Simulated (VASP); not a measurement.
# Al23GeO36 (a cell with a defect) in VASP: single point with PBEsol

Aim: the single point of Al23GeO36 (a cell with a defect) with PBEsol.

Everything below comes from runs of VASP 6.6.1. Logs are shortened: lines on timing, memory, paths and dates and some standing lists are left out, and cuts for length are marked.

## 1. The cell of the first run

The cell holds a defect, 120 atoms: a = 9.548 Å, b = 9.548 Å, c = 13.014 Å, α = 90.00°, β = 90.00°, γ = 120.00°.

## 2. Single point, PBEsol

File INCAR:

```
SYSTEM = Al23GeO36
PREC = Accurate
ENCUT = 520
EDIFF = 1E-6
ISMEAR = -1
SIGMA = 0.05
LREAL = Auto
LASPH = .TRUE.
NELM = 120
ALGO = Normal
ISIF = 2
LWAVE = .FALSE.
LCHARG = .FALSE.
GGA = PS
NBANDS = 365
NELECT = 596.0
GGA_COMPAT = .FALSE.
```

File KPOINTS:

```
Automatic mesh
0
G
  1 1 1
  0 0 0
```

File POSCAR:

```
Al23GeO36
1.0
    9.5478620000      0.0000000000      0.0000000000
   -4.7739310000      8.2686910000      0.0000000000
    0.0000000000      0.0000000000     13.0135760000
Al O Ge
46 72 2
Direct
    0.3301220000      0.1591100000      0.1850310000
    0.3284850000      0.6693630000      0.1850290000
    0.8329990000      0.1664960000      0.1837040000
    0.8403990000      0.6710200000      0.1850370000
    0.1631300000      0.3296230000      0.0163150000
    0.1663120000      0.8331230000      0.0178080000
[... 112 lines left out ...]
    0.4996390000      0.4998190000      0.3557770000
    0.4996500000      0.4998280000      0.1438430000
```

Potentials or basis: VASP PAW PBE potentials, release 64 (Al, O, Ge_d).

Started as:

```console
$ cat potpaw_PBE.64/Al/POTCAR potpaw_PBE.64/O/POTCAR potpaw_PBE.64/Ge_d/POTCAR > POTCAR
$ mpirun -np 1 vasp_gam > vasp.out
```

OUTCAR:

```text
SYSTEM = Al23GeO36
   PREC = Accurate
   ENCUT = 520
   EDIFF = 1E-6
   ISMEAR = -1
   LREAL = Auto
   LASPH = .TRUE.
   NELM = 120
   ISIF = 2
   GGA = PS
   NELECT = 596.0

 ion  position               nearest neighbor table
   1  0.330  0.159  0.185-  47 1.83  57 1.85  59 1.92  51 1.93  63 1.96  87 2.01  39 2.69  22 2.77
                            20 2.78 120 2.87  10 3.19  11 3.27   9 3.30
   2  0.328  0.669  0.185-  60 1.83  48 1.85  58 1.92  64 1.93  88 1.96  52 2.01  40 2.69  21 2.77
                            22 2.78 120 2.87  10 3.19   9 3.27  12 3.29
   3  0.833  0.166  0.184-  55 1.86  61 1.86  49 1.86  53 1.96  89 1.96  65 1.96  41 2.65  20 2.79
                            21 2.79  22 2.79  12 3.19   9 3.19  11 3.19
   4  0.840  0.671  0.185-  56 1.83  62 1.85  50 1.92  90 1.93  54 1.96  66 2.01  42 2.69  20 2.77
                            21 2.78 120 2.87  10 3.19  12 3.27  11 3.29
   5  0.163  0.330  0.016-  89 1.86  63 1.87  52 1.90  79 1.93 115 1.96 103 1.96  43 2.64  41 2.77
                            39 2.80  40 2.85  20 3.21  21 3.24
   6  0.166  0.833  0.018-  64 1.87  90 1.87  51 1.87 104 1.96  80 1.96 116 1.96  44 2.66  40 2.78
                            42 2.78  39 2.78  21 3.24  22 3.24  20 3.24
   7  0.670  0.333  0.016-  65 1.86  54 1.87  87 1.90 105 1.93  81 1.96 117 1.96  45 2.64  41 2.77
                            42 2.80  39 2.85  21 3.21  22 3.24
   8  0.666  0.836  0.016-  53 1.86  88 1.87  66 1.90 118 1.93 106 1.96  82 1.96  46 2.64  41 2.77
                            40 2.80  42 2.85  22 3.21  20 3.24
   9  0.159  0.330  0.315-  55 1.83  48 1.85  59 1.92  75 1.93  71 1.96  99 2.01  13 2.69  18 2.77
                            17 2.78 119 2.87   3 3.19   2 3.27   1 3.30
  10  0.166  0.833  0.316-  60 1.86  47 1.86  56 1.86  76 1.96 100 1.96  72 1.96  14 2.65  17 2.79
                            19 2.79  18 2.79   4 3.19   1 3.19   2 3.19
  11  0.669  0.329  0.315-  61 1.83  57 1.85  50 1.92  73 1.93 101 1.96  77 2.01  15 2.69  19 2.77
                            18 2.78 119 2.87   3 3.19   1 3.27   4 3.29
  12  0.671  0.841  0.315-  49 1.83  62 1.85  58 1.92 102 1.93  78 1.96  74 2.01  16 2.69  17 2.77
                            19 2.78 119 2.87   3 3.19   4 3.27   2 3.29
  13  0.164  0.331  0.521-  93 1.84  95 1.85  68 1.85  75 1.98  71 1.99  99 2.03   9 2.69  37 2.78
                            35 2.80  36 2.85  23 3.20  24 3.21  26 3.23
  14  0.166  0.833  0.520-  96 1.86  67 1.86  94 1.86  72 1.98  76 1.98 100 1.98  10 2.65  36 2.77
                            35 2.77  38 2.77  25 3.22  24 3.22  23 3.22
  15  0.669  0.333  0.521-  97 1.84  70 1.85  91 1.85  73 1.98 101 1.99  77 2.04  11 2.69  37 2.78
                            38 2.80  35 2.85  24 3.20  25 3.21  26 3.23
[... 132 lines left out ...]
 117  0.666  0.486  0.917-  42 1.85  30 1.87   7 1.96  45 1.99
 118  0.666  0.986  0.916-  41 1.86  29 1.86   8 1.93  46 1.98
 119  0.500  0.500  0.356-  77 1.83  99 1.83  74 1.83  50 2.00  59 2.00  58 2.00 120 2.76  11 2.87
                             9 2.87  12 2.87
 120  0.500  0.500  0.144-  52 1.83  87 1.83  66 1.83  58 2.00  50 2.00  59 2.00 119 2.76   2 2.87
                             1 2.87   4 2.87

  LATTYP: Found a hexagonal cell.
 ALAT       =     9.5478620000
 C/A-ratio  =     1.3629832522

  Lattice vectors:

 A1 = (   9.5478620000,   0.0000000000,   0.0000000000)
 A2 = (  -4.7739310000,   8.2686910000,   0.0000000000)
 A3 = (   0.0000000000,   0.0000000000,  13.0135760000)

Analysis of symmetry for initial positions (statically):
=====================================================================
 Subroutine PRICEL returns:
 Original cell was already a primitive cell.

 Routine SETGRP: Setting up the symmetry group for a
 hexagonal supercell.

 Subroutine GETGRP returns: Found  1 space group operations
 (whereof  1 operations were pure point group operations)
 out of a pool of 24 trial point group operations.

The static configuration has the point symmetry C_1 .

Analysis of symmetry for dynamics (positions and initial velocities):
=====================================================================
 Subroutine PRICEL returns:
 Original cell was already a primitive cell.

 Routine SETGRP: Setting up the symmetry group for a
 hexagonal supercell.

 Subroutine GETGRP returns: Found  1 space group operations
 (whereof  1 operations were pure point group operations)
 out of a pool of 24 trial point group operations.

The dynamic configuration has the point symmetry C_1 .

 Subroutine INISYM returns: Found  1 space group operations
 (whereof  1 operations are pure point group operations),
 and found     1 'primitive' translations

----------------------------------------------------------------------------------------

                                     Primitive cell

  volume of cell :    1027.4000

  direct lattice vectors                    reciprocal lattice vectors
     9.547862000  0.000000000  0.000000000     0.104735489  0.060469063  0.000000000
    -4.773931000  8.268691000  0.000000000     0.000000000  0.120938127  0.000000000
     0.000000000  0.000000000 13.013576000     0.000000000  0.000000000  0.076842829

  length of vectors
     9.547862000  9.547861962 13.013576000     0.120938126  0.120938127  0.076842829

  position of ions in fractional coordinates (direct lattice)
     0.330122000  0.159110000  0.185031000
     0.328485000  0.669363000  0.185029000
     0.832999000  0.166496000  0.183704000
     0.840399000  0.671020000  0.185037000
     0.163130000  0.329623000  0.016315000
     0.166312000  0.833123000  0.017808000
[... 112 lines left out ...]
     0.499639000  0.499819000  0.355777000
     0.499650000  0.499828000  0.143843000

  ion indices of the primitive-cell ions
   primitive index   ion index
                 1           1
                 2           2
                 3           3
                 4           4
                 5           5
                 6           6
[... 52 lines left out ...]
                59          59
                60          60
   k-points           NKPTS =      1   k-points in BZ     NKDIM =      1   number of bands    NBANDS=    365
   number of dos      NEDOS =    301   number of ions     NIONS =    120
   total plane-waves  NPLWV = 508032
   dimension x,y,z NGX =    72 NGY =   72 NGZ =   98
   dimension x,y,z NGXF=   144 NGYF=  144 NGZF=  196
   ions per type =              46  72   2
   NGX,Y,Z   is equivalent  to a cutoff of  12.54, 12.54, 12.52 a.u.
   NGXF,Y,Z  is equivalent  to a cutoff of  25.07, 25.07, 25.04 a.u.
 SYSTEM =  Al23GeO36
   PREC   = accura    normal or accurate (medium, high low for compatibility)
   ISTART =      0    job   : 0-new  1-cont  2-samecut
   ICHARG =      2    charge: 1-file 2-atom 10-const
   ISPIN  =      1    spin polarized calculation?
   LNONCOLLINEAR =      F non collinear calculations
   LSORBIT =      F    spin-orbit coupling
   LASPH  =      T    aspherical Exc in radial PAW
   ENCUT  =  520.0 eV  38.22 Ry    6.18 a.u.  17.75 17.75 24.20*2*pi/ulx,y,z
   NELM   =    120;   NELMIN=  2; NELMDL= -5     # of ELM steps
   EDIFF  = 0.1E-05   stopping-criterion for ELM
   LREAL  =      T    real-space projection
   EDIFFG = 0.1E-04   stopping-criterion for IOM
   NSW    =      0    number of steps for IOM
   IBRION =     -1    ionic relax: 0-MD 1-quasi-New 2-CG
   NFREE  =      0    steps in history (QN), initial steepest desc. (CG)
   ISIF   =      2    stress and relaxation
   ISYM   =      2    0-nonsym 1-usesym 2-fastsym
   POTIM  = 0.5000    time-step for ionic-motion
   TEBEG  =    0.0;   TEEND  =   0.0 temperature during run
   PSTRESS=    0.0 pullay stress
   NELECT =     596.0000    total number of electrons
   NUPDOWN=      -1.0000    fix difference up-down
   EMIN   =  10.00;   EMAX   =-10.00  energy-range for DOS
   EFERMI =   0.00;   METHOD = LEGACY
   ISMEAR =    -1;   SIGMA  =   0.05  broadening in eV -4-tet -1-fermi 0-gaus
   EFERMI_NEDOS =   21; number of points for ismear=-14 and -15
   IALGO  =     38    algorithm
   IMIX   =      4    mixing-type and parameters
     AMIX     =   0.40;   BMIX     =  1.00
     AMIX_MAG =   1.60;   BMIX_MAG =  1.00
  volume/ion in A,a.u.               =       8.56        57.78
  Fermi-wavevector in a.u.,A,eV,Ry     =   1.365349  2.580136 25.363687  1.864178
  Thomas-Fermi vector in A             =   2.491585
   LORBIT       =      0    0 simple, 1 ext, 2 COOP (PROOUT), +10 PAW based schemes
   GGA     = PS    functional components
   LHFCALC =     F    Hartree Fock is set to
   AEXX    =    0.0000 exact exchange contribution
   IVDW    =     0    specifies the selected vdW correction
   LEPSILON=     F    determine dielectric tensor
   LRPA    =     F    only Hartree local field effects (RPA)
 non-spin polarized calculation
  energy-cutoff  :      520.00
  volume of cell :     1027.40
 maximum number of plane-waves:     13780
 NGX is ok and might be reduce to    70
   NGX = 35   NGY = 35   NGZ = 49

 number of electron     595.9999881 magnetization

 Free energy of the ion-electron system (eV)
  ---------------------------------------------------
  ext. energy  EPLUGINS =         0.00000000
  ---------------------------------------------------
  free energy    TOTEN  =      -953.85968371 eV

  energy without entropy =     -953.85968371  energy(sigma->0) =     -953.85968371

 E-fermi :   7.2833     XC(G=0): -11.9434

 val. band max:        5.9994383509   @ k =   0.0000   0.0000   0.0000
 cond. band min:      10.9684135544   @ k =   0.0000   0.0000   0.0000
 fundamental gap:      4.9689752035
 Fermi energy:         7.2833355918

 k-point     1 :       0.0000    0.0000    0.0000
  band No.  band energies     occupation
      1     -17.8624      2.00000
      2     -17.8621      2.00000
      3     -17.7736      2.00000
      4     -17.7733      2.00000
      5     -17.7084      2.00000
      6     -17.6029      2.00000
[... 302 lines left out ...]
    309      14.9256      0.00000
    310      14.9477      0.00000
 [bands above 310 left out]

------------------------ aborting loop because EDIFF is reached ----------------------------------------

  FORCE on cell =-STRESS in cart. coord.  units (eV):
  Direction    XX          YY          ZZ          XY          YZ          ZX
  --------------------------------------------------------------------------------------
  -------------------------------------------------------------------------------------
  Total      -15.7371000    -15.8493833    -21.7439997     -0.0901369     -0.0126580      0.0264684
  in kB      -24.5411967    -24.7162968    -33.9086474     -0.1405638     -0.0197394      0.0412761
  external PRESSURE =     -27.7220470 kB  Pullay stress =       0.0000000 kB

 VOLUME and BASIS-vectors are now :
 -----------------------------------------------------------------------------
  energy-cutoff  :      520.00
  volume of cell :     1027.40
      direct lattice vectors                 reciprocal lattice vectors
     9.547862000  0.000000000  0.000000000     0.104735489  0.060469063  0.000000000
    -4.773931000  8.268691000  0.000000000     0.000000000  0.120938127  0.000000000
     0.000000000  0.000000000 13.013576000     0.000000000  0.000000000  0.076842829

 POSITION                                       TOTAL-FORCE (eV/Angst)
 -----------------------------------------------------------------------------------
      2.39238      1.31563      2.40791        -0.003743     -0.007309     -0.004418
     -0.05916      5.53476      2.40789        -0.008532      0.003246     -0.004622
      7.15852      1.37670      2.39065        -0.009685     -0.005053      0.006187
      4.82061      5.54846      2.40799         0.003344      0.004972     -0.005147
     -0.01605      2.72555      0.21232        -0.004297      0.001122      0.005775
     -2.38935      6.88884      0.23175        -0.000885      0.008855      0.017351
[... 112 lines left out ...]
      2.38438      4.13285      4.62993         0.000504      0.006539      0.042564
      2.38444      4.13292      1.87191         0.004360      0.002724     -0.040027
 -----------------------------------------------------------------------------------
    total drift:                               -0.006752     -0.007589     -0.018448

  FREE ENERGIE OF THE ION-ELECTRON SYSTEM (eV)
  ---------------------------------------------------
  free  energy   TOTEN  =      -953.8596837053 eV

  energy  without entropy=     -953.8596837052  energy(sigma->0) =     -953.85968371
```

It took 32 min on 1 thread of Intel Xeon 8259CL, shared host; peak memory 1 GiB.

Results:

```yaml
Free_energy: -953.8597 eV
Largest_force: 0.048 eV/Å
```

Forces on the atoms (eV/Å):
```
Al  -0.004 -0.007 -0.004
Al  -0.009  0.003 -0.005
Al  -0.010 -0.005  0.006
Al   0.003  0.005 -0.005
Al  -0.004  0.001  0.006
Al  -0.001  0.009  0.017
Al   0.000  0.000  0.005
Al   0.000  0.006  0.007
Al  -0.005 -0.007  0.006
Al  -0.003 -0.004 -0.011
Al   0.006 -0.006  0.005
Al   0.004  0.003  0.006
Al  -0.011 -0.005 -0.002
Al  -0.006 -0.001 -0.009
Al   0.001 -0.003 -0.002
Al  -0.001  0.006 -0.003
Al  -0.008  0.005  0.004
Al   0.001 -0.003  0.005
Al   0.003  0.006  0.004
Al   0.008 -0.003 -0.003
Al   0.004  0.004 -0.004
Al  -0.004 -0.001 -0.006
Al   0.002 -0.002 -0.003
Al   0.000 -0.004 -0.002
Al   0.003 -0.004 -0.002
Al   0.001 -0.002  0.001
Al  -0.001  0.001  0.005
Al  -0.005  0.002  0.004
Al  -0.003 -0.001  0.004
Al  -0.002  0.000 -0.001
Al  -0.001  0.000  0.004
Al  -0.004  0.005  0.003
Al  -0.001  0.004  0.002
Al   0.001  0.005  0.003
Al   0.002 -0.003 -0.007
Al   0.000  0.001 -0.007
Al   0.008  0.001 -0.018
Al   0.004  0.003 -0.007
Al   0.002 -0.012  0.003
Al  -0.004  0.000  0.001
Al  -0.001 -0.006  0.011
Al   0.007  0.001  0.003
Al   0.000 -0.001 -0.002
Al   0.003  0.001 -0.002
Al   0.007 -0.002 -0.002
Al   0.005  0.004 -0.003
O    0.001  0.001  0.005
O    0.019  0.002 -0.004
O   -0.001  0.000 -0.009
O    0.023 -0.002 -0.004
O    0.018 -0.017 -0.009
O    0.037 -0.006  0.003
O    0.008 -0.008  0.000
O    0.001 -0.012 -0.002
O    0.001  0.003 -0.004
O    0.002 -0.001  0.010
O   -0.012  0.020  0.002
O   -0.013  0.018 -0.001
O   -0.010 -0.019 -0.002
O    0.002  0.001  0.006
O    0.001  0.003 -0.008
O   -0.011 -0.017 -0.001
O   -0.010  0.006  0.002
O   -0.016 -0.004 -0.002
O   -0.012 -0.004  0.006
O   -0.034 -0.033  0.006
O   -0.003  0.000  0.004
O   -0.001 -0.002 -0.005
O   -0.006 -0.001  0.005
O   -0.006 -0.003 -0.003
O    0.011 -0.005 -0.004
O    0.002 -0.011 -0.004
O    0.005 -0.016  0.003
O   -0.012 -0.044 -0.006
O   -0.025  0.006  0.011
O   -0.011  0.004  0.002
O   -0.025  0.029 -0.003
O   -0.011 -0.004  0.003
O    0.002 -0.003 -0.004
O    0.003 -0.006 -0.005
O   -0.001 -0.004  0.003
O    0.000 -0.007  0.000
O    0.001 -0.004 -0.003
O    0.002 -0.007 -0.004
O    0.005 -0.005 -0.002
O    0.005 -0.006 -0.003
O   -0.013  0.039  0.004
O    0.008  0.000 -0.001
O   -0.003  0.011  0.004
O    0.003  0.013 -0.006
O    0.008  0.002 -0.006
O    0.010 -0.005 -0.004
O    0.008 -0.004  0.003
O    0.006 -0.002  0.001
O    0.000  0.011  0.000
O    0.001  0.007  0.006
O    0.000  0.009  0.009
O   -0.005  0.003 -0.001
O    0.041  0.010 -0.004
O    0.011  0.003  0.000
O   -0.004  0.007  0.000
O    0.010  0.010  0.008
O    0.009  0.005 -0.004
O    0.009  0.002 -0.007
O    0.005  0.003 -0.007
O    0.007  0.000  0.002
O   -0.004 -0.002  0.002
O   -0.006  0.000  0.002
O   -0.006 -0.001  0.002
O   -0.006  0.001  0.003
O    0.003  0.005  0.001
O   -0.001  0.003  0.000
O    0.003  0.001  0.000
O    0.003  0.004  0.001
O   -0.002  0.007  0.006
O   -0.007  0.006 -0.002
O   -0.008  0.007  0.001
O   -0.005  0.004  0.001
Ge   0.001  0.007  0.043
Ge   0.004  0.003 -0.040
```

Caveat: the k points lie up to 0.76 Å⁻¹ apart; the cell carries a net charge on a neutralising background, which shifts energy and pressure; the cell is charged against a uniform background, so pressure and absolute levels hang on convention; the PAW data sets were made with another functional, which shifts forces and pressure a little.
